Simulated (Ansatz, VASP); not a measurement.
## WS2: VASP beside Ansatz

INCAR

```
SYSTEM = WS2
PREC = Accurate ; ENCUT = 520
EDIFF = 1E-7 ; ISMEAR = -1
SIGMA = 0.03 ; LREAL = .FALSE.
LASPH = .TRUE. ; NELM = 100
ALGO = Normal ; ISIF = 2
LWAVE = .FALSE. ; LCHARG = .FALSE.
GGA = PS ; NBANDS = 20
```

The input KPOINTS:

```
Automatic mesh
0
G
  15 15 15
  0 0 0
```

Contents of POSCAR:

```
WS2
1.0
    1.5842462713      0.9146650112      6.1838063298
   -1.5842462713      0.9146650112      6.1838063298
    0.0000000000     -1.8293300223      6.1838063298
W S
1 2
Direct
    0.0000000000      0.0000000000      0.0000000000
    0.7503000000      0.7503000000      0.7503000000
    0.5810000000      0.5810000000      0.5810000000
```

Input for Ansatz:

```yaml
crystal:
  lattice:
    - [1.5842462713, 0.9146650112, 6.1838063298]
    - [-1.5842462713, 0.9146650112, 6.1838063298]
    - [0.0, -1.8293300223, 6.1838063298]
  atoms:
    - { symbol: W, position: [0.0, 0.0, 0.0] }
    - { symbol: S, position: [0.7503, 0.7503, 0.7503] }
    - { symbol: S, position: [0.581, 0.581, 0.581] }
kpoints:
  mp_grid: { grid: [15, 15, 15] }
  band_path:
    path:
      - [0.0, 0.0, 0.0]
      - [0.5, 0.5, 0.5]
      - [0.8187478403, 0.1812521597, 0.5]
      - [0.5, -0.1812521597, 0.1812521597]
      - [0.5, 0.0, 0.0]
      - [0.0, 0.0, 0.0]
      - [0.3406260799, -0.3406260799, 0.0]
      - [0.6593739201, 0.0, 0.3406260799]
      - [0.5, 0.0, 0.5]
    npoints: 5
scf:
  occupations: { method: fermi_dirac, width: 0.03 }
hamiltonian:
  xc: pbesol
  pseudopotentials: { kind: all_electron, lapw: { basis_error: 0.001 } }
output:
  forces: true
  stress: true
  eigenvalues: true
```

Change from the starting cell: volume scaled by 1.01.

Alike in both runs: task single point; functional PBEsol; k mesh 15 × 15 × 15; occupations fermi-dirac, width 0.03 eV; no spin polarisation.

|  | VASP | Ansatz |
| --- | --- | --- |
| version | VASP 6.6.1 | Ansatz 0.2.0 |
| potentials or method | VASP PAW PBE potentials, release 64 (W_sv, S), cutoff 520 eV | all-electron LAPW, scalar-relativistic |

```csv
,VASP,Ansatz,Ansatz less VASP
pressure (GPa),-2.1,-2.2,-0.07
"traceless stress, the component that is largest in VASP (GPa)",0.62,0.57,-0.045
rms of the force components (eV/Å),0.262,0.265,+0.0027
```

VASP's potentials were made for PBE, not for PBEsol. Atom by atom the forces differ by 0.009 eV/Å (rms over components). Ansatz ran all-electron here, and VASP with PAW potentials.

Neither program's run includes spin-orbit coupling.
